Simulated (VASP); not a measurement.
Input of a VASP 6.6.1 run:

File INCAR:

```
PREC     = Accurate       # precision mode
ENCUT    = 520            # plane-wave cutoff, eV
EDIFF    = 1E-6           # SCF threshold, eV
ISMEAR   = 0              # smearing method
SIGMA    = 0.1            # smearing width, eV
LREAL    = F              # projectors in reciprocal space
LASPH    = T              # aspherical terms in the spheres
NELM     = 100            # most SCF steps
ALGO     = Fast           # electronic algorithm
ISIF     = 2              # what is computed and relaxed
LWAVE    = F              # write WAVECAR
LCHARG   = F              # write CHGCAR
GGA      = PE             # functional
NBANDS   = 18             # bands
```

The input KPOINTS:

```
regular mesh
0
Gamma
  16 16 10
```

The input POSCAR:

```
Au
1.0
    1.4113099650     -2.5559330250      0.0000000000
    1.4113099650      2.5559330250      0.0000000000
    0.0000000000      0.0000000000      4.8931696100
Au
2
Direct
    0.6653279700      0.3346720300      0.2500000000
    0.3346720300      0.6653279700      0.7500000000
```

Potentials or basis: VASP PAW PBE potentials, release 64 (Au).

Run with:

```bash
$ cat potpaw_PBE.64/Au/POTCAR > POTCAR
$ mpirun -np 1 vasp_std > vasp.out
```

Question: Estimate the pressure.

Answer: 3.0 GPa.

Question: Estimate the band gap on the k mesh.

Answer: Zero (bands 11 and 12 overlap by 6.58 eV).

Question: Estimate the largest force.

Answer: 0.015 eV/Å.

Stress tensor (GPa, compression positive):
```
4.32 0.00 0.00
0.00 2.63 0.00
0.00 0.00 1.95
```

Caveat: spin-orbit coupling is left out, which moves the levels of the heavy elements.
